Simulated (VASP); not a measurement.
BaS: single point with PBEsol

Crystal: BaS.

```
Ba S
1.0
     0.00000    2.91552    2.91552
     2.91552    0.00000    2.91552
     2.91552    2.91552    0.00000
Ba S
1 1
Cartesian
  0.0000 0.0000 0.0000
  2.9155 2.9155 2.9155
```

```json
{
  "Program": "VASP 6.6.1",
  "Task": "single point",
  "Functional": "PBEsol",
  "Potentials or basis": "VASP PAW PBE potentials, release 64 (Ba_sv, S)",
  "Cutoff": "520 eV",
  "k mesh": "7 × 7 × 7",
  "Occupations": "fermi-dirac, width 0.05 eV",
  "Spin": "no spin polarisation"
}
```

- Pressure: 21.7 GPa
- Band gap on the k mesh: 1.22 eV

Levels at points of the mesh, in eV from the valence-band top:
| k point | band 5 | band 6 | band 7 | band 8 | band 9 | band 10 | band 11 | band 12 |
| --- | --- | --- | --- | --- | --- | --- | --- | --- |
| (0.00, 0.00, 0.00) | -10.44 | -0.10 | -0.10 | -0.10 | 3.49 | 3.49 | 3.49 | 4.78 |

It took 13 s on 1 thread of Intel(R) Xeon(R) Platinum 8259CL CPU @ 2.50GHz (Skylake/Cascade Lake), on a shared host, peak memory 0.18 GiB.

Caveat: the cell stands under pressure; the PAW data sets were made with another functional, which shifts forces and pressure a little; spin-orbit coupling is left out, which moves the levels of the heavy elements; an odd mesh through Γ misses points on the zone boundary, where band edges can lie. A hybrid or GW would open this gap; PBEsol tends to underestimate it.
